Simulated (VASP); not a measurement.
# Sb (Pm-3m) in VASP: further runs, part 2 of 2

VASP 6.6.1. Earlier steps stand in the parts before.

### 3 Electric field gradients, PBEsol (volume scaled by 0.9405)

Input file INCAR:

```
SYSTEM = Sb
PREC     = Accurate       ! precision mode
ENCUT    = 520            ! plane-wave cutoff, eV
EDIFF    = 1E-8           ! SCF threshold, eV
ISMEAR   = -1             ! smearing method
SIGMA    = 0.05           ! smearing width, eV
LREAL    = .FALSE.        ! projectors in reciprocal space
LASPH    = .TRUE.         ! aspherical terms in the spheres
NELM     = 80             ! most SCF steps
ALGO     = Normal         ! electronic algorithm
ISIF     = 2              ! what is computed and relaxed
LWAVE    = .FALSE.        ! write WAVECAR
LCHARG   = .FALSE.        ! write CHGCAR
GGA      = PS             ! functional
LEFG     = .TRUE.       
NBANDS   = 8              ! bands
```

Input file KPOINTS:

```
Automatic mesh
0
G
  13 13 13
  0 0 0
```

Input file POSCAR:

```
Sb
1.0
    3.0960408524      0.0000000000      0.0000000000
    0.0000000000      3.0960408524      0.0000000000
    0.0000000000      0.0000000000      3.0960408524
Sb
1
Direct
    0.0000000000      0.0000000000      0.0000000000
```

Potentials or basis: VASP PAW PBE potentials, release 64 (Sb).

On the command line:

```
cat potpaw_PBE.64/Sb/POTCAR > POTCAR
mpirun -np 1 vasp_std > vasp.out
```

OUTCAR:

```text
SYSTEM = Sb
   PREC = Accurate
   ENCUT = 520
   EDIFF = 1E-8
   ISMEAR = -1
   LREAL = .FALSE.
   LASPH = .TRUE.
   NELM = 80
   ISIF = 2
   GGA = PS

 ion  position               nearest neighbor table
   1  0.000  0.000  0.000-

  LATTYP: Found a simple cubic cell.
 ALAT       =     3.0960408524

  Lattice vectors:

 A1 = (   3.0960408524,   0.0000000000,   0.0000000000)
 A2 = (   0.0000000000,   3.0960408524,   0.0000000000)
 A3 = (   0.0000000000,   0.0000000000,   3.0960408524)

[... 468 lines left out ...]
    total drift:                                0.000000      0.000000      0.000000

  FREE ENERGIE OF THE ION-ELECTRON SYSTEM (eV)
  ---------------------------------------------------
  free  energy   TOTEN  =        -4.5427622424 eV

  energy  without entropy=       -4.5401982710  energy(sigma->0) =       -4.54148026

 Electric field gradients (V/A^2)
---------------------------------------------------------------------
 ion       V_xx      V_yy      V_zz      V_xy      V_xz      V_yz
---------------------------------------------------------------------
   1      -0.000    -0.000    -0.000    -0.000     0.000    -0.000
---------------------------------------------------------------------

 Electric field gradients after diagonalization (V/A^2)
 (convention: |V_zz| > |V_xx| > |V_yy|)
----------------------------------------------------------------------
 ion       V_xx      V_yy      V_zz     asymmetry (V_yy - V_xx)/ V_zz
----------------------------------------------------------------------
   1      -0.000    -0.000    -0.000      -0.056
----------------------------------------------------------------------

           NMR quadrupolar parameters

 Cq : quadrupolar parameter    Cq=e*Q*V_zz/h
 eta: asymmetry parameters     (V_yy - V_xx)/ V_zz
 Q  : nuclear electric quadrupole moment in mb (millibarn)
----------------------------------------------------------------------
 ion       Cq(MHz)       eta       Q (mb)
----------------------------------------------------------------------
   1      -0.000      -0.056       1.000
----------------------------------------------------------------------
```

OSZICAR:

```text
N       E                     dE             d eps       ncg     rms          rms(c)
DAV:   1     0.451993050460E+01    0.45199E+01   -0.17520E+03  1360   0.413E+02
DAV:   2    -0.443867408904E+01   -0.89586E+01   -0.84889E+01  2008   0.515E+01
DAV:   3    -0.454411807023E+01   -0.10544E+00   -0.10543E+00  1504   0.630E+00
DAV:   4    -0.454456959704E+01   -0.45153E-03   -0.45153E-03  2176   0.523E-01
DAV:   5    -0.454457068883E+01   -0.10918E-05   -0.10915E-05  1696   0.152E-02    0.187E+00
DAV:   6    -0.454354107173E+01    0.10296E-02   -0.32947E-04  1912   0.124E-01    0.111E+00
DAV:   7    -0.454275251013E+01    0.78856E-03   -0.85976E-04  1480   0.191E-01    0.598E-02
DAV:   8    -0.454276143649E+01   -0.89264E-05   -0.25328E-05  1952   0.344E-02    0.477E-03
DAV:   9    -0.454276226591E+01   -0.82942E-06   -0.68375E-07  1760   0.573E-03    0.147E-03
DAV:  10    -0.454276219946E+01    0.66449E-07   -0.13529E-07  1696   0.202E-03    0.152E-04
DAV:  11    -0.454276221991E+01   -0.20447E-07   -0.11869E-09  1616   0.240E-04    0.774E-05
DAV:  12    -0.454276223635E+01   -0.16437E-07   -0.42914E-10   968   0.117E-04    0.591E-05
DAV:  13    -0.454276224245E+01   -0.60988E-08   -0.21316E-11   840   0.313E-05
   1 F= -.45427622E+01 E0= -.45414803E+01  d E =-.256397E-02
```

stdout:

```text
POSCAR found type information on POSCAR Sb
 POSCAR found :  1 types and       1 ions
 scaLAPACK will be used
 -----------------------------------------------------------------------------
|                                                                             |
|                                                                             |
|     You enforced a specific xc type in the INCAR file but a different       |
|     I HOPE YOU KNOW WHAT YOU ARE DOING!                                     |
|                                                                             |
 -----------------------------------------------------------------------------

 LDA part: xc-table for (Slater+PW92), standard interpolation
 POSCAR, INCAR and KPOINTS ok, starting setup
 FFT: planning ... GRIDC
 FFT: planning ... GRID_SOFT
 FFT: planning ... GRID
 WAVECAR not read
 entering main loop
ion   1
```

Run time: 5.1 s. Hardware: 1 thread of Intel Xeon 6975P-C (Granite Rapids), shared host; peak memory 0.14 GiB.

Results:

```
Free energy : -4.5428 eV
Pressure    : -2.0 GPa
```

Caveat: without QUAD_EFG the Cq values of the log hold for a quadrupole moment of 1 mb, not for the nuclei; the PAW data sets were made with another functional, which shifts forces and pressure a little.
